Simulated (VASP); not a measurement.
A run of VASP 6.6.1 is set up as follows.

Contents of INCAR:

```
PREC     = Accurate       # precision mode
ENCUT    = 520            # plane-wave cutoff, eV
EDIFF    = 1E-6           # SCF threshold, eV
ISMEAR   = 0              # smearing method
SIGMA    = 0.01           # smearing width, eV
LREAL    = F              # projectors in reciprocal space
LASPH    = T              # aspherical terms in the spheres
NELM     = 100            # most SCF steps
ALGO     = Normal         # electronic algorithm
ISIF     = 2              # what is computed and relaxed
LWAVE    = F              # write WAVECAR
LCHARG   = F              # write CHGCAR
GGA      = PE             # functional
NBANDS   = 26             # bands
```

Contents of KPOINTS:

```
regular mesh
0
Gamma
  12 12 10
```

POSCAR

```
LuSeBr
1.0
    4.6934157760      0.0000000000      0.0000000000
   -2.3467078880      4.0646172925      0.0000000000
    0.0000000000      0.0000000000      3.9123626835
Lu Se Br
1 1 1
Direct
    0.6666666667      0.3333333333      0.5000000000
    0.0000000000      0.0000000000      0.0000000000
    0.3333333333      0.6666666667      0.5000000000
```

Potentials or basis: VASP PAW PBE potentials, release 64 (Lu, Se, Br).

Command:

```sh
$ cat potpaw_PBE.64/Lu/POTCAR potpaw_PBE.64/Se/POTCAR potpaw_PBE.64/Br/POTCAR > POTCAR
$ mpirun -np 1 vasp_std > vasp.out
```

Question: Predict the pressure.

Answer: 0.1 GPa.

Question: Predict the band gap on the k mesh.

Answer: 0.03 eV (least direct gap 0.08 eV).

Stress tensor (GPa, compression positive):
```
 0.19  0.00  0.00
 0.00  0.19  0.00
 0.00  0.00 -0.03
```

Caveat: semilocal functionals underestimate gaps, and a narrow one can read as zero; spin-orbit coupling is left out, which moves the levels of the heavy elements. A k mesh can miss the band edges.
